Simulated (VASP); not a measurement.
Crystal: AlCo (rocksalt type).

```
CELL_PARAMETERS angstrom
0.00000 2.41380 2.41380
2.41380 0.00000 2.41380
2.41380 2.41380 0.00000
ATOMIC_POSITIONS crystal
Co 0.00000 0.00000 0.00000
Al 0.50000 0.50000 0.50000
```

```yaml
Program: VASP 6.6.1
Task: relaxation of cell and atoms
Functional: r2SCAN
Potentials_or_basis: VASP PAW PBE potentials, release 64 (Co, Al)
Cutoff: 600 eV
k_mesh: 15 × 15 × 15
Occupations: fermi-dirac, width 0.08 eV
Spin: no spin polarisation
```

At the start: pressure -6.8 GPa; volume 14.06 Å³/atom.

Task: How do energy, volume and symmetry change on relaxing?

Result: Over 3 steps the energy falls by 18.3 meV/atom and the volume is 13.25 Å³/atom (-5.8 %); space group Fm-3m (No. 225, to 0.1 Å) before and after.

Step by step:
| step | energy change (eV) | largest force (eV/Å) | pressure (GPa) | volume (Å³) |
| --- | --- | --- | --- | --- |
| 1 | 0.0000 | 0.0000 | -6.84 | 28.13 |
| 2 | -0.0271 | 0.0000 | 4.04 | 25.75 |
| 3 | -0.0365 | 0.0000 | -0.02 | 26.51 |

Final structure:
```cif
data_structure
_symmetry_space_group_name_H-M 'P 1'
_symmetry_Int_Tables_number 1
_cell_length_a 3.3469
_cell_length_b 3.3469
_cell_length_c 3.3469
_cell_angle_alpha 60.000
_cell_angle_beta 60.000
_cell_angle_gamma 60.000
_cell_volume 26.51
loop_
_atom_site_label
_atom_site_type_symbol
_atom_site_fract_x
_atom_site_fract_y
_atom_site_fract_z
_atom_site_occupancy
Co1 Co 0.00000 0.00000 0.00000 1
Al1 Al 0.50000 0.50000 0.50000 1
```

Caveat: the PAW data sets were made with another functional, which shifts forces and pressure a little; the run has no spin polarisation, though such a crystal can be magnetic.
